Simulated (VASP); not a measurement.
# ZrH2: single point with r2SCAN

The system is ZrH2.

```
CELL_PARAMETERS angstrom
0.00000 2.39987 2.39987
2.39987 0.00000 2.39987
2.39987 2.39987 0.00000
ATOMIC_POSITIONS crystal
Zr 0.00000 0.00000 0.00000
H 0.75000 0.75000 0.75000
H 0.25000 0.25000 0.25000
```

| Quantity | Value |
| --- | --- |
| Program | VASP 6.6.1 |
| Task | single point |
| Functional | r2SCAN |
| Potentials or basis | VASP PAW PBE potentials, release 64 (Zr_sv, H) |
| Cutoff | 520 eV |
| k mesh | 8 × 8 × 8 |
| Occupations | methfessel-paxton, width 0.05 eV |
| Spin | no spin polarisation |

```yaml
Pressure: -0.1 GPa
Band_gap_on_the_k_mesh: zero (bands 7 and 8 overlap by 0.41 eV)
```

Levels at points of the mesh, in eV from the Fermi level:
```csv
k point,band 3,band 4,band 5,band 6,band 7,band 8,band 9,band 10,band 11,band 12
"(0.00, 0.00, 0.00)",-28.26,-28.26,-10.41,-1.94,-0.38,-0.38,-0.38,2.30,2.30,11.07
"(0.50, 0.00, 0.00)",-28.35,-28.35,-8.10,-5.14,-0.28,-0.28,3.68,3.68,4.51,6.76
"(0.50, 0.50, 0.00)",-28.49,-28.49,-7.20,-5.23,-3.70,3.83,3.93,3.93,6.95,6.95
```

Run time: 77 s on 1 thread of Intel Xeon 8259CL, on a shared host, peak memory 0.17 GiB.

Caveat: the PAW data sets were made with another functional, which shifts forces and pressure a little.
